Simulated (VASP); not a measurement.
Set up this calculation in VASP 6.6.1, as the native input.

- Task: single point
- Functional: PBEsol
- Potentials or basis: VASP PAW PBE potentials, release 64 (Ta_pv, N)
- Cutoff: 520 eV
- k mesh: 18 × 18 × 10
- Occupations: gaussian, width 0.15 eV
- Spin: no spin polarisation
- Dipole correction: no
- Further INCAR settings: ALGO = Normal; EDIFF = 1e-06; NBANDS = 24

The structure of TaN lies in POSCAR:

```
TaN
1.0
    3.0500010905      0.0000000000      0.0000000000
   -1.5250005453      2.6413784260      0.0000000000
    0.0000000000      0.0000000000      5.0882000000
Ta N
2 2
Direct
    0.3333333333      0.6666666667      0.0000000000
    0.6666666667      0.3333333333      0.5000000000
    0.3333333333      0.6666666667      0.3850000000
    0.6666666667      0.3333333333      0.8850000000
```

This cell differs from its parent crystal: strain +0.000 along x and y, +0.030 along z.

The input as run:

INCAR

```
PREC = Accurate ; ENCUT = 520
EDIFF = 1E-6 ; ISMEAR = 0
SIGMA = 0.15 ; LREAL = False
LASPH = True ; NELM = 80
ALGO = Normal ; ISIF = 2
LWAVE = False ; LCHARG = False
GGA = PS ; NBANDS = 24
```

KPOINTS

```
regular mesh
0
Gamma
  18 18 10
```

Potentials or basis: VASP PAW PBE potentials, release 64 (Ta_pv, N).

Command:

```console
$ cat potpaw_PBE.64/Ta_pv/POTCAR potpaw_PBE.64/N/POTCAR > POTCAR
$ mpirun -np 1 vasp_std > vasp.out
```

Results of the run:

| Property | Result |
| --- | --- |
| Pressure | 111.1 GPa |
| Largest force | 3.612 eV/Å |
| Band gap on the k mesh | zero (band 16 reaches 10.44 eV, above the bottom of band 17 at 7.63 eV) |

Caveat: the cell differs from its parent crystal (strain +0.000 along x and y, +0.030 along z); the PAW data sets were made with another functional, which shifts forces and pressure a little; spin-orbit coupling is left out, which moves the levels of the heavy elements.

Wall time 100 s on 1 thread of AMD EPYC 9R45 96-Core Processor (Zen 5) (shared host), peak memory 0.27 GiB.
